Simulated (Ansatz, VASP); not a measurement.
# B3N2: VASP beside Ansatz

```
B N
1.0
     3.39752    0.00000    0.00000
    -1.69876    2.94233    0.00000
     0.00000    0.00000    5.15343
B N
3 2
Direct
  0.31694 0.00000 0.00000
  0.00000 0.31694 0.00000
  0.68306 0.68306 0.00000
  0.00000 0.00000 0.74630
  0.00000 0.00000 0.25370
```

Alike in both runs: task single point; functional PBE; k mesh 6 × 6 × 4; occupations gaussian, width 0.1 eV; collinear spin.

```csv
,VASP,Ansatz
version,VASP 6.6.1,Ansatz 0.2.0
potentials or method,"VASP PAW PBE potentials, release 64 (B, N), cutoff 520 eV","scalar-relativistic, plane waves, PAW"
valence electrons in the cell,19,19
```

```csv
,VASP,Ansatz,Ansatz less VASP
gap on the k mesh at the Fermi level (eV),none,none,-
pressure (GPa),-18.5,-18.6,-0.06
"traceless stress, the component that is largest in VASP (GPa)",-20.18,-20.11,+0.070
rms of the force components (eV/Å),1.917,1.933,+0.0158
net moment per atom (μB),0.09,0.09,-0.002
size of the moment on the site where the two differ most (μB),0.15,0.14,-0.013
```

Site moments also hang on the region over which each program counts them. Atom by atom the forces differ by 0.023 eV/Å (rms over components). A gap of «none» marks a metal or a gap that the smearing closes.
